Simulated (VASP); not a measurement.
# Tl in VASP: further runs

The runs below take Tl through single point, with PBE, LDA.

Program: VASP 6.6.1. These are calculated values, not measurements. Logs are shortened: lines on timing, memory, paths and dates and some standing lists are left out, and cuts for length are marked.

**1. The cell of the first run**

The cell holds a slab with vacuum, 5 atoms: a = 3.612 Å, b = 3.612 Å, c = 26.131 Å, α = 90.00°, β = 90.00°, γ = 120.00°.

**2. Single point, PBE**

INCAR reads:

```
SYSTEM = Tl
ALGO = Normal
DIPOL = 0.5 0.5 0.500
EDIFF = 1E-6
ENCUT = 520
GGA = PE
IDIPOL = 3
ISIF = 2
ISMEAR = 0
LASPH = .TRUE.
LCHARG = .FALSE.
LDIPOL = .TRUE.
LREAL = .FALSE.
LWAVE = .FALSE.
NBANDS = 40
NELM = 100
PREC = Accurate
SIGMA = 0.1
```

KPOINTS reads:

```
k-points
0
G
  12 12 1
  0 0 0
```

POSCAR reads:

```
Tl
1.0
    3.6124296590      0.0000000000      0.0000000000
   -1.8062148295      3.1284558541      0.0000000000
    0.0000000000      0.0000000000     26.1305357194
Tl
5
Direct
    0.3333333333      0.6666666667      0.2870205219
    0.6666666667      0.3333333333      0.3935102610
    0.3333333333      0.6666666667      0.5000000000
    0.6666666667      0.3333333333      0.6064897390
    0.3333333333      0.6666666667      0.7129794781
```

Potentials or basis: VASP PAW PBE potentials, release 64 (Tl_d).

Started as:

```bash
$ cat potpaw_PBE.64/Tl_d/POTCAR > POTCAR
$ mpirun -np 1 vasp_std > vasp.out
```

OUTCAR:

```text
SYSTEM = Tl
   EDIFF = 1E-6
   ENCUT = 520
   GGA = PE
   ISIF = 2
   ISMEAR = 0
   LASPH = .TRUE.
   LREAL = .FALSE.
   NELM = 100
   PREC = Accurate

 ion  position               nearest neighbor table
   1  0.333  0.667  0.287-   2 3.48   2 3.48   2 3.48
   2  0.667  0.333  0.394-   3 3.48   3 3.48   3 3.48   1 3.48   1 3.48   1 3.48
   3  0.333  0.667  0.500-   2 3.48   4 3.48   2 3.48   4 3.48   2 3.48   4 3.48
   4  0.667  0.333  0.606-   3 3.48   3 3.48   3 3.48   5 3.48   5 3.48   5 3.48
   5  0.333  0.667  0.713-   4 3.48   4 3.48   4 3.48

  LATTYP: Found a hexagonal cell.
 ALAT       =     3.6124296590
 C/A-ratio  =     7.2335071368

  Lattice vectors:

 A1 = (   3.6124296590,   0.0000000000,   0.0000000000)
 A2 = (  -1.8062148295,   3.1284558541,   0.0000000000)
 A3 = (   0.0000000000,   0.0000000000,  26.1305357194)

Analysis of symmetry for initial positions (statically):
=====================================================================
 Subroutine PRICEL returns:
 Original cell was already a primitive cell.

 Routine SETGRP: Setting up the symmetry group for a
 hexagonal supercell.

 Subroutine GETGRP returns: Found 12 space group operations
 (whereof 12 operations were pure point group operations)
 out of a pool of 24 trial point group operations.

The static configuration has the point symmetry D_3h.

Analysis of symmetry for dynamics (positions and initial velocities):
=====================================================================
 Subroutine PRICEL returns:
 Original cell was already a primitive cell.

 Routine SETGRP: Setting up the symmetry group for a
 hexagonal supercell.

 Subroutine GETGRP returns: Found 12 space group operations
 (whereof 12 operations were pure point group operations)
 out of a pool of 24 trial point group operations.

The dynamic configuration has the point symmetry D_3h.

 Subroutine INISYM returns: Found 12 space group operations
 (whereof 12 operations are pure point group operations),
 and found     1 'primitive' translations

----------------------------------------------------------------------------------------

                                     Primitive cell

  volume of cell :     295.3097

  direct lattice vectors                    reciprocal lattice vectors
     3.612429659  0.000000000  0.000000000     0.276821999  0.159823256  0.000000000
    -1.806214830  3.128455854  0.000000000     0.000000000  0.319646511  0.000000000
     0.000000000  0.000000000 26.130535719     0.000000000  0.000000000  0.038269403

  length of vectors
     3.612429659  3.612429659 26.130535719     0.319646511  0.319646511  0.038269403

  position of ions in fractional coordinates (direct lattice)
     0.333333333  0.666666667  0.287020522
     0.666666667  0.333333333  0.393510261
     0.333333333  0.666666667  0.500000000
     0.666666667  0.333333333  0.606489739
     0.333333333  0.666666667  0.712979478

  ion indices of the primitive-cell ions
   primitive index   ion index
                 1           1
                 2           2
                 3           3
                 4           4
                 5           5

----------------------------------------------------------------------------------------

 KPOINTS: k-points

Automatic generation of k-mesh.
 Grid dimensions read from file:
 generate k-points for:   12   12    1

 Generating k-lattice:

  Cartesian coordinates                     Fractional coordinates (reciprocal lattice)
     0.023068500  0.013318605  0.000000000     0.083333333 -0.000000000  0.000000000
     0.000000000  0.026637209  0.000000000     0.000000000  0.083333333  0.000000000
     0.000000000  0.000000000  0.038269403     0.000000000  0.000000000  1.000000000

  Length of vectors
     0.026637209  0.026637209  0.038269403

  Shift w.r.t. Gamma in fractional coordinates (k-lattice)
     0.000000000  0.000000000  0.000000000

 Subroutine IBZKPT returns following result:
 ===========================================

 Found     19 irreducible k-points:

 Following reciprocal coordinates:
            Coordinates               Weight
  0.000000  0.000000  0.000000      1.000000
  0.083333  0.000000  0.000000      6.000000
  0.166667  0.000000  0.000000      6.000000
  0.250000  0.000000  0.000000      6.000000
  0.333333  0.000000  0.000000      6.000000
  0.416667  0.000000  0.000000      6.000000
[... 11 lines left out ...]
  0.333333  0.250000  0.000000     12.000000
  0.333333  0.333333  0.000000      2.000000
   k-points           NKPTS =     19   k-points in BZ     NKDIM =     19   number of bands    NBANDS=     40
   number of dos      NEDOS =    301   number of ions     NIONS =      5
   total plane-waves  NPLWV = 153664
   dimension x,y,z NGX =    28 NGY =   28 NGZ =  196
   dimension x,y,z NGXF=    56 NGYF=   56 NGZF=  392
   ions per type =               5
   NGX,Y,Z   is equivalent  to a cutoff of  12.89, 12.89, 12.47 a.u.
   NGXF,Y,Z  is equivalent  to a cutoff of  25.77, 25.77, 24.94 a.u.
 SYSTEM =  Tl
   PREC   = accura    normal or accurate (medium, high low for compatibility)
   ISTART =      0    job   : 0-new  1-cont  2-samecut
   ICHARG =      2    charge: 1-file 2-atom 10-const
   ISPIN  =      1    spin polarized calculation?
   LNONCOLLINEAR =      F non collinear calculations
   LSORBIT =      F    spin-orbit coupling
   LASPH  =      T    aspherical Exc in radial PAW
   ENCUT  =  520.0 eV  38.22 Ry    6.18 a.u.   6.72  6.72 48.59*2*pi/ulx,y,z
   NELM   =    100;   NELMIN=  2; NELMDL= -5     # of ELM steps
   EDIFF  = 0.1E-05   stopping-criterion for ELM
   LREAL  =      F    real-space projection
   EDIFFG = 0.1E-04   stopping-criterion for IOM
   NSW    =      0    number of steps for IOM
   IBRION =     -1    ionic relax: 0-MD 1-quasi-New 2-CG
   NFREE  =      0    steps in history (QN), initial steepest desc. (CG)
   ISIF   =      2    stress and relaxation
   ISYM   =      2    0-nonsym 1-usesym 2-fastsym
   POTIM  = 0.5000    time-step for ionic-motion
   TEBEG  =    0.0;   TEEND  =   0.0 temperature during run
   PSTRESS=    0.0 pullay stress
   NELECT =      65.0000    total number of electrons
   NUPDOWN=      -1.0000    fix difference up-down
   EMIN   =  10.00;   EMAX   =-10.00  energy-range for DOS
   EFERMI =   0.00;   METHOD = LEGACY
   ISMEAR =     0;   SIGMA  =   0.10  broadening in eV -4-tet -1-fermi 0-gaus
   EFERMI_NEDOS =   21; number of points for ismear=-14 and -15
   IALGO  =     38    algorithm
   IMIX   =      4    mixing-type and parameters
     AMIX     =   0.40;   BMIX     =  1.00
     AMIX_MAG =   1.60;   BMIX_MAG =  1.00
  volume/ion in A,a.u.               =      59.06       398.57
  Fermi-wavevector in a.u.,A,eV,Ry     =   0.988447  1.867894 13.293265  0.977027
  Thomas-Fermi vector in A             =   2.119974
   LORBIT       =      0    0 simple, 1 ext, 2 COOP (PROOUT), +10 PAW based schemes
   GGA     = PE    functional components
   LHFCALC =     F    Hartree Fock is set to
   AEXX    =    0.0000 exact exchange contribution
   IVDW    =     0    specifies the selected vdW correction
   LEPSILON=     F    determine dielectric tensor
   LRPA    =     F    only Hartree local field effects (RPA)
 non-spin polarized calculation
 Gauss-broadening in eV      SIGMA  =   0.10
  energy-cutoff  :      520.00
  volume of cell :      295.31
 maximum number of plane-waves:      8017
 NGX is ok and might be reduce to    28
   NGX = 13   NGY = 13   NGZ = 97

 dipolmoment           0.000000      0.000000      0.000000 electrons x Angstroem

 number of electron      65.0000000 magnetization

 dipolmoment           0.000000      0.000000     -0.000000 electrons x Angstroem

 Free energy of the ion-electron system (eV)
  ---------------------------------------------------
  ext. energy  EPLUGINS =         0.00000000
  ---------------------------------------------------
  free energy    TOTEN  =       -10.74233216 eV

  energy without entropy =      -10.72985409  energy(sigma->0) =      -10.73609313

 E-fermi :   1.4007     XC(G=0):  -5.7403

 val. band max:        1.3288524293   @ k =   0.2500   0.2500   0.0000
 cond. band min:       1.4126865290   @ k =   0.0833   0.0833   0.0000
 fundamental gap:      0.0838340997
 Fermi energy:         1.4006866043

 k-point     1 :       0.0000    0.0000    0.0000
  band No.  band energies     occupation
      1     -10.2946      2.00000
      2     -10.2909      2.00000
      3     -10.1671      2.00000
      4     -10.1671      2.00000
      5     -10.1666      2.00000
      6     -10.1666      2.00000
[... 32 lines left out ...]
     39       8.4849      0.00000
     40       8.4849      0.00000

 k-point     2 :       0.0833    0.0000    0.0000
  band No.  band energies     occupation
      1     -10.2818      2.00000
      2     -10.2786      2.00000
      3     -10.1747      2.00000
      4     -10.1731      2.00000
      5     -10.1556      2.00000
      6     -10.1487      2.00000
[... 32 lines left out ...]
     39       7.4713      0.00000
     40       7.6600      0.00000

 k-point     3 :       0.1667    0.0000    0.0000
  band No.  band energies     occupation
      1     -10.2678      2.00000
      2     -10.2659      2.00000
      3     -10.1857      2.00000
      4     -10.1785      2.00000
      5     -10.1642      2.00000
      6     -10.1419      2.00000
[... 32 lines left out ...]
     39       6.3884      0.00000
     40       6.8344      0.00000

 k-point     4 :       0.2500    0.0000    0.0000
  band No.  band energies     occupation
      1     -10.2894      2.00000
      2     -10.2865      2.00000
      3     -10.2188      2.00000
      4     -10.1944      2.00000
      5     -10.1647      2.00000
      6     -10.1574      2.00000
[... 32 lines left out ...]
     39       5.7760      0.00000
     40       6.2380      0.00000
[... 557 lines left out ...]
     39       3.7926      0.00000
     40       4.1782      0.00000

 k-point    18 :       0.3333    0.2500    0.0000
  band No.  band energies     occupation
      1     -10.2822      2.00000
      2     -10.2563      2.00000
      3     -10.2426      2.00000
      4     -10.2181      2.00000
      5     -10.1846      2.00000
      6     -10.1839      2.00000
[... 32 lines left out ...]
     39       3.4428      0.00000
     40       3.9488      0.00000

 k-point    19 :       0.3333    0.3333    0.0000
  band No.  band energies     occupation
      1     -10.2892      2.00000
      2     -10.2391      2.00000
      3     -10.2333      2.00000
      4     -10.2168      2.00000
      5     -10.1961      2.00000
      6     -10.1714      2.00000
[... 32 lines left out ...]
     39       2.7379      0.00000
     40       3.7635      0.00000

------------------------ aborting loop because EDIFF is reached ----------------------------------------

 vacuum level on the upper side and lower side of the slab       (xc-potential included)        -0.189        -0.189

  FORCE on cell =-STRESS in cart. coord.  units (eV):
  Direction    XX          YY          ZZ          XY          YZ          ZX
  --------------------------------------------------------------------------------------
  -------------------------------------------------------------------------------------
  Total       -0.9385794     -0.9385794     -0.5174899      0.0000000      0.0000000      0.0000000
  in kB       -5.0921814     -5.0921814     -2.8075968      0.0000000      0.0000000      0.0000000
  external PRESSURE =      -4.3306532 kB  Pullay stress =       0.0000000 kB

 VOLUME and BASIS-vectors are now :
 -----------------------------------------------------------------------------
  energy-cutoff  :      520.00
  volume of cell :      295.31
      direct lattice vectors                 reciprocal lattice vectors
     3.612429659  0.000000000  0.000000000     0.276821999  0.159823256  0.000000000
    -1.806214830  3.128455854  0.000000000     0.000000000  0.319646511  0.000000000
     0.000000000  0.000000000 26.130535719     0.000000000  0.000000000  0.038269403

 POSITION                                       TOTAL-FORCE (eV/Angst)
 -----------------------------------------------------------------------------------
     -0.00000      2.08564      7.50000         0.000000     -0.000000      0.006218
      1.80621      1.04282     10.28263        -0.000000      0.000000      0.068720
     -0.00000      2.08564     13.06527         0.000000      0.000000      0.000000
      1.80621      1.04282     15.84790        -0.000000      0.000000     -0.068720
     -0.00000      2.08564     18.63054         0.000000     -0.000000     -0.006218
 -----------------------------------------------------------------------------------
    total drift:                                0.000000     -0.000000     -0.000000

  FREE ENERGIE OF THE ION-ELECTRON SYSTEM (eV)
  ---------------------------------------------------
  free  energy   TOTEN  =       -10.7423321619 eV

  energy  without entropy=      -10.7298540938  energy(sigma->0) =      -10.73609313

 vacuum level on the upper side and lower side of the slab         4.756         4.756
```

It took 2.8 min on 1 thread of Intel Xeon 6975P-C (Granite Rapids), shared host; peak memory 0.46 GiB.

Results:

```yaml
Free_energy: -10.7423 eV
Largest_force: 0.069 eV/Å
Band_gap_on_the_k_mesh: zero (an odd number of electrons rules out a gap without spin polarisation)
```

Forces in eV/Å, atoms in the order of the input:
```
Tl   0.000  0.000  0.006
Tl   0.000  0.000  0.069
Tl   0.000  0.000  0.000
Tl   0.000  0.000 -0.069
Tl   0.000  0.000 -0.006
```

Caveat: spin-orbit coupling is left out, which moves the levels of the heavy elements.

(Continued in part 2 of 2.)

The gap in the log of VASP goes by the Fermi energy; the results here count the filled bands.